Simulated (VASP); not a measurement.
TiO2: single point with PBE

Crystal: TiO2.

```
Ti O
1.0
     9.26591    0.00000    0.00000
     0.00000    2.89811    0.00000
     0.00000    0.00000    4.80213
Ti O
4 8
Direct
  0.63690 0.25000 0.56463
  0.36310 0.75000 0.43537
  0.86310 0.75000 0.06463
  0.13690 0.25000 0.93537
  0.47240 0.25000 0.29160
  0.52760 0.75000 0.70840
  0.02760 0.75000 0.79160
  0.97240 0.25000 0.20840
  0.76630 0.25000 0.86350
  0.23370 0.75000 0.13650
  0.73370 0.75000 0.36350
  0.26630 0.25000 0.63650
```

```
Program             : VASP 6.6.1
Task                : single point
Functional          : PBE
Potentials or basis : VASP PAW PBE potentials, release 64 (Ti_sv, O)
Cutoff              : 520 eV
k mesh              : 3 × 9 × 6
Occupations         : fermi-dirac, width 0.05 eV
Spin                : no spin polarisation
```

The pressure is 17.2 GPa and the largest force is 0.695 eV/Å. The band gap on the k mesh is 2.62 eV, indirect (least direct gap 2.67 eV).

Forces in eV/Å, atoms in the order of the input:
```
Ti  -0.092  0.000  0.006
Ti   0.092  0.000 -0.006
Ti   0.092  0.000  0.006
Ti  -0.092  0.000 -0.006
O    0.251  0.000 -0.648
O   -0.251  0.000  0.648
O   -0.251  0.000 -0.648
O    0.251  0.000  0.648
O   -0.009  0.000  0.000
O    0.009  0.000  0.000
O    0.009  0.000  0.000
O   -0.009  0.000  0.000
```

Stress tensor (GPa, compression positive):
```
16.72  0.00  0.00
 0.00 20.32  0.00
 0.00  0.00 14.60
```

Levels at points of the mesh, in eV from the valence-band top:
```csv
k point,band 45,band 46,band 47,band 48,band 49,band 50,band 51,band 52
"(0.00, 0.00, 0.00)",-0.53,-0.27,-0.21,0.00,2.67,2.87,2.89,3.16
"(0.00, 0.00, 0.50)",-0.77,-0.77,-0.70,-0.70,2.87,2.87,3.05,3.05
```

Run time: 9.5 min on 1 thread of Oxide Virtual Turin-like Processor, on a shared host, peak memory 0.32 GiB.

A k mesh can miss the band edges. PBE gaps usually lie below the measured ones, often by a third to a half.
